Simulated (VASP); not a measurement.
Write the native input for VASP 6.6.1 that does the following.

| Quantity | Value |
| --- | --- |
| Task | single point |
| Functional | PBE |
| Potentials or basis | VASP PAW PBE potentials, release 64 (Ga_d, Sb) |
| Cutoff | 520 eV |
| k mesh | 16 × 16 × 16 |
| Occupations | gaussian, width 0.15 eV |
| Spin | no spin polarisation |
| Dipole correction | no |
| Further INCAR settings | ALGO = Normal; EDIFF = 1e-07; NBANDS = 16 |

The structure of GaSb lies in POSCAR:

```
GaSb
1.0
   -1.6647419100      2.7590175194      2.5946538071
    1.6647419100     -2.7590175194      2.5946538071
    1.6647419100      2.7590175194     -2.5946538071
Ga Sb
1 1
Direct
    0.0000000000      0.0000000000      0.0000000000
    0.5000000000      0.5000000000      0.0000000000
```

This cell differs from its parent crystal: strain +e along x and -e along y -0.0133, strain +e along z and -e/2 along x and y -0.1000.

These files were run (other wordings do the same):

INCAR

```
SYSTEM = GaSb
ALGO = Normal ; EDIFF = 1E-7
ENCUT = 520 ; GGA = PE
ISIF = 2 ; ISMEAR = 0
LASPH = .True. ; LCHARG = .False.
LREAL = .False. ; LWAVE = .False.
NBANDS = 16 ; NELM = 60
PREC = Accurate ; SIGMA = 0.15
```

KPOINTS

```
k-points
0
Gamma
  16 16 16
  0 0 0
```

Potentials or basis: VASP PAW PBE potentials, release 64 (Ga_d, Sb).

The run is started by

```sh
$ cat potpaw_PBE.64/Ga_d/POTCAR potpaw_PBE.64/Sb/POTCAR > POTCAR
$ mpirun -np 1 vasp_std > vasp.out
```

Results of the run:

```yaml
Pressure: 3.9 GPa
Band_gap_on_the_k_mesh: zero (band 9 reaches 9.56 eV, above the bottom of band 10 at 3.69 eV)
```

Caveat: the cell differs from its parent crystal (strain +e along x and -e along y -0.0133, strain +e along z and -e/2 along x and y -0.1000); spin-orbit coupling is left out, which moves the levels of the heavy elements.

Wall time 11 min on 1 thread of AMD EPYC 7R13, on a shared host, peak memory 0.55 GiB.
